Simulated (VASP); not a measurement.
MgMnC6N6, 14 atoms in the cell. Symmetry: Fm-3m, No. 225, cubic system. Conventional cell: a = 10.360 Å, b = 10.360 Å, c = 10.360 Å, α = 90.00°, β = 90.00°, γ = 90.00°. Mg (site symmetry m-3m) has 6 C at 1.98 Å within 2.6 Å. Mn (site symmetry m-3m) has 6 N at 2.03 Å within 2.7 Å. C (site symmetry 4mm) has 1 N at 1.17 Å within 1.6 Å. Within 1.6 Å of N (site symmetry 4mm) lie 1 C at 1.17 Å. 

| Item | Value |
| --- | --- |
| Program | VASP 6.6.1 |
| Task | single point |
| Functional | PBE |
| Potentials or basis | VASP PAW PBE potentials, release 64 (Mg, Mn_pv, C, N) |
| Cutoff | 600 eV |
| k mesh | 4 × 4 × 4 |
| Occupations | gaussian, width 0.1 eV |
| Spin | collinear spin, ferromagnetic start |
| Starting moments | [0.0, 4.0, 0.0, 0.0, 0.0, 0.0, 0.0, 0.0, 0.0, 0.0, 0.0, 0.0, 0.0, 0.0] μB |
| Dipole correction | no |
| Further INCAR settings | ALGO = Normal; EDIFF = 1e-06; NBANDS = 52 |

Potentials or basis: VASP PAW PBE potentials, release 64 (Mg, Mn_pv, C, N).

Run with:

```sh
$ cat potpaw_PBE.64/Mg/POTCAR potpaw_PBE.64/Mn_pv/POTCAR potpaw_PBE.64/C/POTCAR potpaw_PBE.64/N/POTCAR > POTCAR
$ mpirun -np 1 vasp_std > vasp.out
```

Hardware: 1 thread of Intel(R) Xeon(R) Platinum 8488C (Sapphire Rapids) (shared host).

**Question.** Estimate the wall time of this run.

**Answer.** It took 6.6 min on 1 thread of Intel(R) Xeon(R) Platinum 8488C (Sapphire Rapids), with other jobs on the host, peak memory 0.77 GiB. Counts: scf iterations 20, k points 8.
